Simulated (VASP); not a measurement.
# Fe (P6_3/mmc) in VASP: a series of runs

Runs on Fe. Level: PBEsol. Tasks: single point.

Program: VASP 6.6.1. These are calculated values, not measurements. Logs are shortened: lines on timing, memory, paths and dates and some standing lists are left out, and cuts for length are marked.

### 1 The cell of the first run

Symmetry: P6_3/mmc, No. 194, hexagonal system. The conventional cell has a = 2.434 Å, b = 2.434 Å, c = 3.842 Å, α = 90.00°, β = 90.00°, γ = 120.00°. Within 3.1 Å of Fe (site symmetry -6m2) lie 12 Fe at 2.38 to 2.43 Å.

### 2 Single point, PBEsol, collinear spin, ferromagnetic start

Contents of INCAR:

```
  PREC = Accurate
  ENCUT = 520
  EDIFF = 1E-6
  ISMEAR = -1
  SIGMA = 0.05
  LREAL = F
  LASPH = T
  NELM = 150
  ALGO = Normal
  ISIF = 2
  LWAVE = F
  LCHARG = F
  ISPIN = 2
  MAGMOM = 4.5 4.5
  LORBIT = 11
  NUPDOWN = 9.0
  LMAXMIX = 4
  GGA = PS
  NBANDS = 19
```

Contents of KPOINTS:

```
regular mesh
0
Gamma
  10 10 6
```

Contents of POSCAR:

```
Fe
1.0
    2.4341575853      0.0000000000      0.0000000000
   -1.2170787927      2.1080423057      0.0000000000
    0.0000000000      0.0000000000      3.8419344700
Fe
2
Direct
    0.6666666667      0.3333333333      0.7500000000
    0.3333333333      0.6666666667      0.2500000000
```

Potentials or basis: VASP PAW PBE potentials, release 64 (Fe).

Started as:

```sh
$ cat potpaw_PBE.64/Fe/POTCAR > POTCAR
$ mpirun -np 1 vasp_std > vasp.out
```

OUTCAR:

```text
PREC = Accurate
   ENCUT = 520
   EDIFF = 1E-6
   ISMEAR = -1
   LREAL = F
   LASPH = T
   NELM = 150
   ISIF = 2
   ISPIN = 2
   LORBIT = 11
   NUPDOWN = 9.0
   GGA = PS

 ion  position               nearest neighbor table
   1  0.667  0.333  0.750-   2 2.38   2 2.38   2 2.38   2 2.38   2 2.38   2 2.38
   2  0.333  0.667  0.250-   1 2.38   1 2.38   1 2.38   1 2.38   1 2.38   1 2.38

  LATTYP: Found a hexagonal cell.
 ALAT       =     2.4341575853
 C/A-ratio  =     1.5783425417

  Lattice vectors:

 A1 = (   2.4341575853,   0.0000000000,   0.0000000000)
 A2 = (  -1.2170787927,   2.1080423057,   0.0000000000)
 A3 = (   0.0000000000,   0.0000000000,   3.8419344700)

Analysis of symmetry for initial positions (statically):
=====================================================================
 Subroutine PRICEL returns:
 Original cell was already a primitive cell.

 Routine SETGRP: Setting up the symmetry group for a
 hexagonal supercell.

 Subroutine GETGRP returns: Found 24 space group operations
 (whereof 12 operations were pure point group operations)
 out of a pool of 24 trial point group operations.

The static configuration has the point symmetry D_3d.
 The point group associated with its full space group is D_6h.

Analysis of symmetry for dynamics (positions and initial velocities):
=====================================================================
 Subroutine PRICEL returns:
 Original cell was already a primitive cell.

 Routine SETGRP: Setting up the symmetry group for a
 hexagonal supercell.

 Subroutine GETGRP returns: Found 24 space group operations
 (whereof 12 operations were pure point group operations)
 out of a pool of 24 trial point group operations.

The dynamic configuration has the point symmetry D_3d.
 The point group associated with its full space group is D_6h.

Analysis of structural, dynamic, and magnetic symmetry:
=====================================================================
 Subroutine PRICEL returns:
 Original cell was already a primitive cell.

 Routine SETGRP: Setting up the symmetry group for a
 hexagonal supercell.

 Subroutine GETGRP returns: Found 24 space group operations
 (whereof 12 operations were pure point group operations)
 out of a pool of 24 trial point group operations.

The overall configuration has the point symmetry D_3d.
 The point group associated with its full space group is D_6h.

[... 109 lines left out ...]
   NELECT =      16.0000    total number of electrons
   NUPDOWN=       9.0000    fix difference up-down
   EMIN   =  10.00;   EMAX   =-10.00  energy-range for DOS
   EFERMI =   0.00;   METHOD = LEGACY
   ISMEAR =    -1;   SIGMA  =   0.05  broadening in eV -4-tet -1-fermi 0-gaus
   EFERMI_NEDOS =   21; number of points for ismear=-14 and -15
   IALGO  =     38    algorithm
   IMIX   =      4    mixing-type and parameters
     AMIX     =   0.40;   BMIX     =  1.00
     AMIX_MAG =   1.60;   BMIX_MAG =  1.00
  volume/ion in A,a.u.               =       9.86        66.52
  Fermi-wavevector in a.u.,A,eV,Ry     =   1.527058  2.885721 31.727505  2.331906
  Thomas-Fermi vector in A             =   2.635006
   LORBIT       =     11    0 simple, 1 ext, 2 COOP (PROOUT), +10 PAW based schemes
   GGA     = PS    functional components
   LHFCALC =     F    Hartree Fock is set to
   AEXX    =    0.0000 exact exchange contribution
   IVDW    =     0    specifies the selected vdW correction
   LEPSILON=     F    determine dielectric tensor
   LRPA    =     F    only Hartree local field effects (RPA)
 spin polarized calculation
  energy-cutoff  :      520.00
  volume of cell :       19.71
 maximum number of plane-waves:       546
   NGX =  9   NGY =  9   NGZ = 15

 number of electron      16.0000008 magnetization       9.0000006

 Free energy of the ion-electron system (eV)
  ---------------------------------------------------
  ext. energy  EPLUGINS =         0.00000000
  ---------------------------------------------------
  free energy    TOTEN  =        -7.17168570 eV

  energy without entropy =       -7.15724988  energy(sigma->0) =       -7.16446779

 E-fermi :   6.2951     XC(G=0): -14.0277

 val. band max:       16.4117160295   @ k =   0.3000   0.2000   0.3333
 cond. band min:       6.3245092719   @ k =   0.3000   0.1000   0.3333
 fundamental gap:    -10.0872067575
 Fermi energy:        16.4882755697

 spin component 1

 k-point     1 :       0.0000    0.0000    0.0000
  band No.  band energies     occupation
      1      -2.8561      1.00000
      2       0.6983      1.00000
      3       3.8112      1.00000
      4       3.8112      1.00000
      5       3.9456      1.00000
      6       4.2740      1.00000
[... 517 lines left out ...]
     18      27.1766      0.00000
     19      32.4899      0.00000

 [... further k-points ...]

 spin component 2

 k-point     1 :       0.0000    0.0000    0.0000
  band No.  band energies     occupation
      1      -0.7766      1.00000
      2       3.7395      1.00000
      3       7.6385      0.00000
      4       7.6385      0.00000
      5       7.7904      0.00000
      6       8.1864      0.00000
[... 517 lines left out ...]
     18      29.5327      0.00000
     19      34.7240      0.00000

 [... further k-points ...]
[... 5 lines left out ...]
  --------------------------------------------------------------------------------------
  -------------------------------------------------------------------------------------
  Total       21.9578003     21.9578003     23.1235087     -0.0000000     -0.0000000      0.0000000
  in kB     1784.5201131   1784.5201132   1879.2577492     -0.0000000     -0.0000000      0.0000000
  external PRESSURE =    1816.0993252 kB  Pullay stress =       0.0000000 kB

 VOLUME and BASIS-vectors are now :
 -----------------------------------------------------------------------------
  energy-cutoff  :      520.00
  volume of cell :       19.71
      direct lattice vectors                 reciprocal lattice vectors
     2.434157585  0.000000000  0.000000000     0.410819746  0.237186891  0.000000000
    -1.217078793  2.108042306  0.000000000     0.000000000  0.474373781  0.000000000
     0.000000000  0.000000000  3.841934470     0.000000000  0.000000000  0.260285543

 POSITION                                       TOTAL-FORCE (eV/Angst)
 -----------------------------------------------------------------------------------
      1.21708      0.70268      2.88145         0.000000      0.000000      0.000000
     -0.00000      1.40536      0.96048        -0.000000      0.000000      0.000000
 -----------------------------------------------------------------------------------
    total drift:                                0.000000     -0.000000     -0.000000

  FREE ENERGIE OF THE ION-ELECTRON SYSTEM (eV)
  ---------------------------------------------------
  free  energy   TOTEN  =        -7.1716856968 eV

  energy  without entropy=       -7.1572498791  energy(sigma->0) =       -7.16446779

 total charge

# of ion       s       p       d       tot
------------------------------------------
    1        0.673   0.894   6.052   7.619
    2        0.673   0.894   6.052   7.619
--------------------------------------------------
tot          1.346   1.787  12.105  15.238

 magnetization (x)

# of ion       s       p       d       tot
------------------------------------------
    1        0.120   0.445   3.800   4.365
    2        0.120   0.445   3.800   4.365
--------------------------------------------------
tot          0.240   0.891   7.600   8.730
```

Wall time 17 s (1 thread of Intel Xeon 6975P-C (Granite Rapids), shared host); peak memory 0.15 GiB.

What came out:

```yaml
Free_energy: -7.1717 eV
Pressure: 181.6 GPa
Net_moment: 9.00 μB per cell
Site_moments: Fe +4.37 μB
Valence_electrons_inside_the_program's_atomic_spheres: Fe 7.62
```

Caveat: the PAW data sets were made with another functional, which shifts forces and pressure a little; the total moment is fixed, so each spin has its own Fermi level.

### 3 Single point, PBEsol, collinear spin, ferromagnetic start

Contents of INCAR:

```
SYSTEM = Fe
ALGO = Normal
EDIFF = 1E-6
ENCUT = 520
GGA = PS
ISIF = 2
ISMEAR = -1
ISPIN = 2
LASPH = .True.
LCHARG = .False.
LMAXMIX = 4
LORBIT = 11
LREAL = .False.
LWAVE = .False.
MAGMOM = 6 6
NBANDS = 19
NELM = 150
NUPDOWN = 12.0
PREC = Accurate
SIGMA = 0.05
```

Contents of KPOINTS:

```
k-points
0
Gamma
  10 10 6
  0 0 0
```

POSCAR is that of step 2.

Potentials or basis: VASP PAW PBE potentials, release 64 (Fe).

Started as:

```sh
$ cat potpaw_PBE.64/Fe/POTCAR > POTCAR
$ mpirun -np 1 vasp_std > vasp.out
```

Run time: 17 s. Hardware: 1 thread of Intel Xeon 6975P-C (Granite Rapids), shared host; peak memory 0.15 GiB.

It converged, with:

* Free energy: 11.2963 eV
* Pressure: 350.7 GPa
* Net moment: 12.00 μB per cell
* Site moments: Fe +5.78 μB
* Valence electrons inside the program's atomic spheres: Fe 7.62

Stress tensor (GPa, compression positive):
```
344.50   0.00   0.00
  0.00 344.50   0.00
  0.00   0.00 362.99
```

Caveat: the PAW data sets were made with another functional, which shifts forces and pressure a little; the total moment is fixed, so each spin has its own Fermi level.

### 4 Single point, PBEsol, collinear spin, ferromagnetic start

This run uses another cell than the first one, of 9.75 Å³/atom, 0.989 times its volume.

Contents of INCAR:

```
SYSTEM = Fe
PREC = Accurate
ENCUT = 520
EDIFF = 1E-7
ISMEAR = -1
SIGMA = 0.05
LREAL = .False.
LASPH = .True.
NELM = 150
ALGO = Fast
ISIF = 2
LWAVE = .False.
LCHARG = .True.
ISPIN = 2
MAGMOM = 3 3
LORBIT = 11
LMAXMIX = 4
GGA = PS
LELF = .True.
LVHAR = .True.
NBANDS = 19
```

Contents of KPOINTS:

```
regular mesh
0
Gamma
  12 12 7
  0 0 0
```

Contents of POSCAR:

```
Fe
1.0
    2.4222907770      0.0000000000      0.0000000000
   -1.2111453885      2.0977653482      0.0000000000
    0.0000000000      0.0000000000      3.8381342139
Fe
2
Direct
    0.6666666667      0.3333333333      0.7500000000
    0.3333333333      0.6666666667      0.2500000000
```

Started as:

```sh
$ cat potpaw_PBE.64/Fe/POTCAR > POTCAR
$ mpirun -np 1 vasp_std > vasp.out
```

It took 26 s on 1 thread of Intel Xeon 6975P-C (Granite Rapids), shared host; peak memory 0.16 GiB.

Results (log left out):

| Quantity | Value |
| --- | --- |
| Free energy | -17.8835 eV |
| Pressure | 1.5 GPa |
| Band gap on the k mesh | zero (filled and empty bands overlap) |
| Net moment | 0.00 μB per cell |
| Valence electrons inside the program's atomic spheres | Fe 7.63 |

Stress tensor (GPa, compression positive):
```
1.58 0.00 0.00
0.00 1.58 0.00
0.00 0.00 1.47
```

Levels at points of the mesh, in eV from the Fermi level:
Spin up:
```
           k point  band 6  band 7  band 8  band 9  band 10  band 11
(0.00, 0.00, 0.00)   -1.29   -1.29   -0.91   -0.91     0.47     0.74
(0.50, 0.00, 0.00)   -1.65   -1.17    0.86    1.10     1.13     2.81
```
Spin down:
```csv
k point,band 4,band 5,band 6,band 7,band 8,band 9,band 10,band 11,band 12,band 13
"(0.00, 0.00, 0.00)",-1.79,-1.67,-1.29,-1.29,-0.91,-0.91,0.47,0.74,0.74,9.15
"(0.50, 0.00, 0.00)",-2.18,-2.10,-1.65,-1.17,0.86,1.10,1.13,2.81,5.05,11.61
```

Caveat: the starting moments collapsed, and a magnetic state may lie lower; the PAW data sets were made with another functional, which shifts forces and pressure a little.
